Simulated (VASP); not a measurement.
Set up this calculation in VASP 6.6.1, as the native input.

```yaml
Task: single point
Functional: PBE
Potentials_or_basis: VASP PAW PBE potentials, release 64 (B, N)
Cutoff: 520 eV
k_mesh: 12 × 12 × 4
Occupations: gaussian, width 0.05 eV
Spin: no spin polarisation
Dipole_correction: no
Further_INCAR_settings: ALGO = Normal; EDIFF = 1e-06; NBANDS = 16
```

The structure of BN lies in POSCAR:

```
BN
1.0
    2.5039917043      0.0000000000      0.0000000000
   -1.2519958522      2.1685204268      0.0000000000
    0.0000000000      0.0000000000      6.6612000000
B N
2 2
Direct
    0.3734221069      0.6960136857      0.2500000000
    0.6265778931      0.3039863143      0.7500000000
    0.2932879033      0.6373513773      0.7500000000
    0.7067120967      0.3626486227      0.2500000000
```

This cell differs from its parent crystal: mode 4 (44.6 1/cm) frozen in, largest displacement +0.090 Å.

One way to write it, as run:

INCAR

```
SYSTEM = BN
PREC = Accurate
ENCUT = 520
EDIFF = 1E-6
ISMEAR = 0
SIGMA = 0.05
LREAL = .False.
LASPH = .True.
NELM = 80
ALGO = Normal
ISIF = 2
LWAVE = .False.
LCHARG = .False.
GGA = PE
NBANDS = 16
```

KPOINTS

```
Automatic mesh
0
Gamma
  12 12 4
  0 0 0
```

Potentials or basis: VASP PAW PBE potentials, release 64 (B, N).

The run is started by

```bash
$ cat potpaw_PBE.64/B/POTCAR potpaw_PBE.64/N/POTCAR > POTCAR
$ mpirun -np 1 vasp_std > vasp.out
```

Results of the run:

```json
{
 "Pressure": "3.4 GPa",
 "Largest force": "0.012 eV/Å",
 "Band gap on the k mesh": "4.03 eV, indirect (least direct gap 4.41 eV)"
}
```

Caveat: the cell differs from its parent crystal (mode 4 (44.6 1/cm) frozen in, largest displacement +0.090 Å); this functional lacks dispersion, which binds the layers, so the pressure and a relaxed spacing across them are unreliable.

It took 2.6 min on 1 thread of AMD EPYC 7R43 64-Core Processor (Zen 3), with other jobs on the host, peak memory 0.18 GiB.
